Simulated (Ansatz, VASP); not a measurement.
**Fe in VASP and in Ansatz**

The input POSCAR:

```
Fe
1.0
   -1.4430000000      1.4430000000      1.4430000000
    1.4430000000     -1.4430000000      1.4430000000
    1.4430000000      1.4430000000     -1.4430000000
Fe
1
Direct
    0.0000000000      0.0000000000      0.0000000000
```

File INCAR.step1:

```
ALGO = Normal
EDIFF = 1E-4
ENCUT = 520
GGA = PE
ISMEAR = 0
ISPIN = 2
LASPH = True
LCHARG = False
LMAXMIX = 4
LREAL = False
LWAVE = True
MAGMOM = 4
NBANDS = 14
NELM = 150
PREC = Accurate
SIGMA = 0.05
```

The input INCAR.step2:

```
ALGO = Normal
EDIFF = 1E-6
ENCUT = 520
ISIF = 2
ISMEAR = 0
ISPIN = 2
ISTART = 1
LASPH = True
LCHARG = False
LMAXMIX = 4
LMIXTAU = True
LORBIT = 11
LREAL = False
LWAVE = False
MAGMOM = 4
METAGGA = R2SCAN
NBANDS = 14
NELM = 150
PREC = Accurate
SIGMA = 0.05
```

File KPOINTS:

```
k-points
0
Gamma
  12 12 12
```

Input for Ansatz:

```yaml
crystal:
  lattice:
    - [-1.443, 1.443, 1.443]
    - [1.443, -1.443, 1.443]
    - [1.443, 1.443, -1.443]
  atoms:
    - { symbol: Fe, position: [0.0, 0.0, 0.0], spin: 4.0 }
magnetization:
  spin_polarized: true
hamiltonian:
  xc: r2scan
  pseudopotentials: { kind: paw }
basis:
  ecutwfc: 500
kpoints:
  mp_grid: { grid: [12, 12, 12] }
scf:
  occupations: { method: gaussian, width: 0.05 }
  lower_state_search: "off"
output:
  forces: true
  stress: true
```

Alike in both runs: task single point; functional r2SCAN; k mesh 12 × 12 × 12; occupations gaussian, width 0.05 eV; collinear spin.

|  | VASP | Ansatz |
| --- | --- | --- |
| version | VASP 6.6.1 | Ansatz 0.2.0 |
| potentials or method | VASP PAW PBE potentials, release 64 (Fe), cutoff 520 eV | PAW, plane waves, scalar-relativistic |
| valence electrons in the cell | 8 | 16 |

|  | VASP | Ansatz | Ansatz less VASP |
| --- | --- | --- | --- |
| pressure (GPa) | -2.4 | -2.2 | +0.18 |
| net moment per atom (μB) | 2.71 | 2.71 | -0.002 |
| size of the moment on the site where the two differ most (μB) | 2.79 | 2.87 | +0.083 |

VASP's potentials were made for PBE, not for r2SCAN. Site moments also hang on the region over which each program counts them. VASP's potentials hold 8 valence electrons a cell and Ansatz's 16, so a difference there can come from the potentials and not from the codes. Ansatz's warnings: stability check not made.
